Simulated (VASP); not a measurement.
## SiC: single point with PBEsol

Crystal: SiC.

```
CELL_PARAMETERS angstrom
0.00000 2.14201 2.14201
2.14201 0.00000 2.14201
2.14201 2.14201 0.00000
ATOMIC_POSITIONS crystal
Si 0.00236 0.99764 0.00236
C 0.74449 0.75551 0.74449
```

| Quantity | Value |
| --- | --- |
| Program | VASP 6.6.1 |
| Task | single point |
| Functional | PBEsol |
| Potentials or basis | VASP PAW PBE potentials, release 64 (Si, C) |
| Cutoff | 520 eV |
| k mesh | 10 × 10 × 10 |
| Occupations | gaussian, width 0.05 eV |
| Spin | no spin polarisation |
| Dipole correction | no |
| Further INCAR settings | ALGO = Normal; EDIFF = 1e-07; NBANDS = 11 |

```json
{"Pressure": "12.9 GPa", "Largest force": "0.724 eV/Å", "Band gap on the k mesh": "1.03 eV, indirect (least direct gap 4.41 eV)"}
```

Forces on the atoms (eV/Å):
```
Si   0.000 -0.724  0.000
C    0.000  0.724  0.000
```

Stress tensor (GPa, compression positive):
```
13.00  0.00 -3.15
 0.00 12.72  0.00
-3.15  0.00 13.00
```

Levels at points of the mesh, in eV from the valence-band top:
```
           k point  band 1  band 2  band 3  band 4  band 5  band 6  band 7  band 8  band 9
(0.00, 0.00, 0.00)  -15.99   -0.32   -0.15    0.00    6.62    7.39    7.45    7.51   14.60
(0.50, 0.00, 0.00)  -12.16   -9.11   -1.29   -1.09    5.67    7.10    7.35   10.04   16.45
(0.00, 0.50, 0.00)  -12.22   -8.98   -1.37   -1.15    5.69    7.04    7.28   10.04   16.52
(0.50, 0.50, 0.00)  -10.68   -8.16   -3.46   -3.46    1.03    4.22   14.40   14.41   15.22
(0.50, 0.00, 0.50)  -10.68   -8.16   -3.55   -3.38    1.03    4.22   14.38   14.42   15.22
```

Run time: 21 s on 1 thread of AMD EPYC 9R45 96-Core Processor (Zen 5), with other jobs on the host, peak memory 0.13 GiB.

Caveat: the PAW data sets were made with another functional, which shifts forces and pressure a little. A k mesh can miss the band edges.
